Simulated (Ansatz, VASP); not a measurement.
# Two plane-wave programs on H4C

The input INCAR:

```
ALGO     = Normal         # electronic algorithm
EDIFF    = 1E-7           # SCF threshold, eV
EDIFFG   = -0.3           # ionic threshold
ENCUT    = 520            # plane-wave cutoff, eV
GGA      = PE             # functional
IBRION   = 2              # ionic algorithm
ISIF     = 2              # what is computed and relaxed
ISMEAR   = -1             # smearing method
IVDW     = 12             # dispersion correction
LASPH    = T              # aspherical terms in the spheres
LCHARG   = F              # write CHGCAR
LREAL    = Auto         
LWAVE    = F              # write WAVECAR
NELM     = 80             # most SCF steps
NSW      = 35             # ionic steps
PREC     = Accurate       # precision mode
SIGMA    = 0.02           # smearing width, eV
```

The input KPOINTS:

```
k-points
0
Gamma
  1 1 1
```

Contents of POSCAR:

```
H4C
1.0
    7.9581140000      0.0000000000      0.0000000000
    0.0000000000      7.9581140000      0.0000000000
    0.0000000000      0.0000000000      7.9581140000
C H
8 32
Direct
    0.9461349000      0.6130508000      0.0064487000
    0.7531826000      0.0644449000      0.4497555000
    0.2602573000      0.3296205000      0.1657400000
    0.8571431000      0.0534980000      0.8163357000
    0.1596796000      0.1116537000      0.5997623000
    0.7089834000      0.4586510000      0.3070390000
    0.5000633000      0.8602227000      0.1432513000
    0.6000238000      0.6710510000      0.7295160000
    0.9807600000      0.4927805000     -0.0490905000
    0.8962047000      0.5925294000      0.1322831000
    0.8508581000      0.6734283000     -0.0711743000
    1.0567166000      0.6934648000      0.0137765000
    0.7266801000      0.1493446000      0.5538616000
    0.6979560000     -0.0581456000      0.4756403000
    0.8886667000      0.0512651000      0.4349643000
    0.6994275000      0.1153155000      0.3345556000
    0.3157538000      0.4544319000      0.1752634000
    0.2623484000      0.2692436000      0.2886168000
    0.3321002000      0.2543989000      0.0766966000
    0.1308267000      0.3404078000      0.1223834000
    0.8256970000      0.1662870000      0.7453553000
    0.8058956000      0.0634616000      0.9429171000
    0.9932624000      0.0403046000      0.8231120000
    0.8037176000     -0.0560612000      0.7539584000
    0.0409070000      0.1601807000      0.6475812000
    0.1890263000     -0.0066930000      0.6620622000
    0.2593074000      0.2022399000      0.6245996000
    0.1494778000      0.0908872000      0.4648063000
    0.8055361000      0.5268093000      0.3761798000
    0.6289778000      0.3909283000      0.3951367000
    0.7683030000      0.3696471000      0.2215525000
    0.6331165000      0.5472191000      0.2352871000
    0.5818171000      0.9025030000      0.2446276000
    0.4173167000      0.7614343000      0.1895360000
    0.5762788000      0.8114881000      0.0404672000
    0.4248408000      0.9654657000      0.0983745000
    0.7202904000      0.7364013000      0.7258124000
    0.5283121000      0.7135506000      0.8381422000
    0.6216403000      0.5361778000      0.7390231000
    0.5298525000      0.6980743000      0.6150862000
```

Input for Ansatz:

```yaml
crystal:
  lattice:
    - [7.958114, 0.0, 0.0]
    - [0.0, 7.958114, 0.0]
    - [0.0, 0.0, 7.958114]
  atoms:
    - { symbol: C, position: [0.9461349, 0.6130508, 0.0064487] }
    - { symbol: H, position: [0.98076, 0.4927805, -0.0490905] }
    - { symbol: H, position: [0.8962047, 0.5925294, 0.1322831] }
    - { symbol: H, position: [0.8508581, 0.6734283, -0.0711743] }
    - { symbol: H, position: [1.0567166, 0.6934648, 0.0137765] }
    - { symbol: C, position: [0.7531826, 0.0644449, 0.4497555] }
    - { symbol: H, position: [0.7266801, 0.1493446, 0.5538616] }
    - { symbol: H, position: [0.697956, -0.0581456, 0.4756403] }
    - { symbol: H, position: [0.8886667, 0.0512651, 0.4349643] }
    - { symbol: H, position: [0.6994275, 0.1153155, 0.3345556] }
    - { symbol: C, position: [0.2602573, 0.3296205, 0.16574] }
    - { symbol: H, position: [0.3157538, 0.4544319, 0.1752634] }
    - { symbol: H, position: [0.2623484, 0.2692436, 0.2886168] }
    - { symbol: H, position: [0.3321002, 0.2543989, 0.0766966] }
    - { symbol: H, position: [0.1308267, 0.3404078, 0.1223834] }
    - { symbol: C, position: [0.8571431, 0.053498, 0.8163357] }
    - { symbol: H, position: [0.825697, 0.166287, 0.7453553] }
    - { symbol: H, position: [0.8058956, 0.0634616, 0.9429171] }
    - { symbol: H, position: [0.9932624, 0.0403046, 0.823112] }
    - { symbol: H, position: [0.8037176, -0.0560612, 0.7539584] }
    - { symbol: C, position: [0.1596796, 0.1116537, 0.5997623] }
    - { symbol: H, position: [0.040907, 0.1601807, 0.6475812] }
    - { symbol: H, position: [0.1890263, -0.006693, 0.6620622] }
    - { symbol: H, position: [0.2593074, 0.2022399, 0.6245996] }
    - { symbol: H, position: [0.1494778, 0.0908872, 0.4648063] }
    - { symbol: C, position: [0.7089834, 0.458651, 0.307039] }
    - { symbol: H, position: [0.8055361, 0.5268093, 0.3761798] }
    - { symbol: H, position: [0.6289778, 0.3909283, 0.3951367] }
    - { symbol: H, position: [0.768303, 0.3696471, 0.2215525] }
    - { symbol: H, position: [0.6331165, 0.5472191, 0.2352871] }
    - { symbol: C, position: [0.5000633, 0.8602227, 0.1432513] }
    - { symbol: H, position: [0.5818171, 0.902503, 0.2446276] }
    - { symbol: H, position: [0.4173167, 0.7614343, 0.189536] }
    - { symbol: H, position: [0.5762788, 0.8114881, 0.0404672] }
    - { symbol: H, position: [0.4248408, 0.9654657, 0.0983745] }
    - { symbol: C, position: [0.6000238, 0.671051, 0.729516] }
    - { symbol: H, position: [0.7202904, 0.7364013, 0.7258124] }
    - { symbol: H, position: [0.5283121, 0.7135506, 0.8381422] }
    - { symbol: H, position: [0.6216403, 0.5361778, 0.7390231] }
    - { symbol: H, position: [0.5298525, 0.6980743, 0.6150862] }
basis:
  ecutwfc: 420.0
kpoints:
  mp_grid: { grid: [1, 1, 1] }
hamiltonian:
  xc: pbe
  dispersion: d3bj
scf:
  occupations: { method: fermi_dirac, width: 0.02 }
  lower_state_search: "off"
relax:
  f_tol: 0.3
  max_steps: 15
  adjacent_minimum: "off"
output:
  write_density: true
  write_potential: true
  elf: true
  volumetric_format: npy
```

Alike in both runs: task relaxation of the atoms; functional PBE; dispersion D3(BJ); k mesh 1 × 1 × 1; occupations fermi-dirac, width 0.02 eV; no spin polarisation.

|  | VASP | Ansatz |
| --- | --- | --- |
| version | VASP 6.6.1 | Ansatz 0.2.0 |
| potentials or method | VASP PAW PBE potentials, release 64 (C, H), cutoff 520 eV | scalar-relativistic, plane waves, PAW |
| valence electrons in the cell | 64 | 64 |

VASP gave:

| Item | Value |
| --- | --- |
| gap on the k mesh at the Fermi level, each at its own relaxed structure (eV) | 7.08 |

Q: Which values does Ansatz return?

A: gap on the k mesh at the Fermi level, each at its own relaxed structure (eV): 7.39.

Ansatz's warnings: xc potential rough in thin density.
